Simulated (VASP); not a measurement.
A run of VASP 6.6.1 is set up as follows.

File INCAR:

```
  PREC = Accurate
  ENCUT = 520
  EDIFF = 1E-6
  ISMEAR = 0
  SIGMA = 0.05
  LREAL = False
  LASPH = True
  NELM = 60
  ALGO = Normal
  ISIF = 2
  LWAVE = False
  LCHARG = False
  GGA = PS
  NBANDS = 11
```

KPOINTS

```
Automatic mesh
0
Gamma
  10 10 10
```

The input POSCAR:

```
SiC
1.0
    0.0000000000      2.1783895848      2.1783895848
    2.1783895848      0.0000000000      2.1783895848
    2.1783895848      2.1783895848      0.0000000000
Si C
1 1
Direct
    0.0000000000      0.0000000000      0.0000000000
    0.7500000000      0.7500000000      0.7500000000
```

Potentials or basis: VASP PAW PBE potentials, release 64 (Si, C).

Run with:

```sh
$ cat potpaw_PBE.64/Si/POTCAR potpaw_PBE.64/C/POTCAR > POTCAR
$ mpirun -np 1 vasp_std > vasp.out
```

Q: Predict the pressure.

A: 0.4 GPa.

Q: Predict the band gap on the k mesh.

A: 1.23 eV, indirect (least direct gap 4.44 eV).

Caveat: the PAW data sets were made with another functional, which shifts forces and pressure a little.

**The experiment to reproduce.**

From “Insight into the structural, elastic and electronic properties of a new orthorhombic 6O-SiC polytype”, 2020, pmc:7200658, for a bulk crystal of SiC: band gap 2.4 eV (indirect).

Against the measured gap of SiC, 2.4 eV (indirect; quoted in “Insight into the structural, elastic and electronic properties of a new orthorhombic 6O-SiC polytype”, 2020, pmc:7200658), the calculated 1.23 eV is off by -1.17 eV. The value is that of PBEsol on a finite k mesh, which can miss the band edges, without temperature or zero-point motion. Semilocal functionals fall short of measured gaps as a rule.
